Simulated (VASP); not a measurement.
SiC3, 4 atoms in the cell. Symmetry: P-6m2, No. 187, hexagonal system. The conventional cell has a = 2.514 Å, b = 2.514 Å, c = 6.524 Å, α = 90.00°, β = 90.00°, γ = 120.00°. Si (site symmetry -6m2) has 6 Si at 2.51 Å and 8 C at 2.81 to 3.26 Å within 3.3 Å. C (site symmetry 3m) has 4 C at 1.69 to 1.72 Å within 2.2 Å. C (site symmetry -6m2) has 6 C at 1.69 Å within 2.2 Å. 

| Property | Result |
| --- | --- |
| Program | VASP 6.6.1 |
| Task | relaxation of cell and atoms |
| Functional | PBE |
| Potentials or basis | VASP PAW PBE potentials, release 64 (Si, C) |
| Cutoff | 600 eV |
| k mesh | 24 × 24 × 8 |
| Occupations | gaussian, width 0.1 eV |
| Spin | no spin polarisation |
| Dipole correction | no |
| Further INCAR settings | ALGO = Normal; EDIFF = 1e-07; IBRION = 2; EDIFFG = -0.01; NSW = 100; ISIF = 3 |

Potentials or basis: VASP PAW PBE potentials, release 64 (Si, C).

Launch:

```bash
$ cat potpaw_PBE.64/Si/POTCAR potpaw_PBE.64/C/POTCAR > POTCAR
$ mpirun -np 1 vasp_std > vasp.out
```

Hardware: 1 thread of Intel Xeon 8259CL, on a shared host.

**Question.** How long does it take, and how much memory?

**Answer.** Run time: 16 min on 1 thread of Intel Xeon 8259CL, with other jobs on the host, peak memory 0.28 GiB. Counts: scf iterations 73, k points 305, ion steps 9.
